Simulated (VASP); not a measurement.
Crystal: MgO.

```xyz
2
Lattice="2.5126 0.0000 0.0000 0.0000 2.6233 0.0000 0.0000 0.0000 2.6233" Properties=species:S:1:pos:R:3 pbc="T T T"
Mg    0.0000    0.0000    0.0000
O     1.2563    1.3117    1.3117
```

This cell differs from its parent crystal: uniaxial x strain -4.2%.

Base run:

| Quantity | Value |
| --- | --- |
| Program | VASP 6.6.1 |
| Functional | r2SCAN |
| Potentials or basis | VASP PAW PBE potentials, release 64 (Mg, O) |
| Cutoff | 520 eV |
| k mesh | 10 × 10 × 10 |
| Occupations | gaussian, width 0.01 eV |
| Spin | no spin polarisation |

Its results: band gap on the k mesh 3.48 eV, indirect (least direct gap 4.43 eV); pressure 6.5 GPa.

Problem. The run is repeated on the same cell with these changes: functional from r2SCAN to PBE; occupations from gaussian, width 0.01 eV to fermi-dirac, width 0.02 eV. What comes out?

Solution. Band gap on the k mesh 2.64 eV, indirect (least direct gap 3.55 eV); pressure 13.5 GPa.

Caveats: the PAW data sets were made with another functional, which shifts forces and pressure a little (some runs).

A k mesh can miss the band edges.
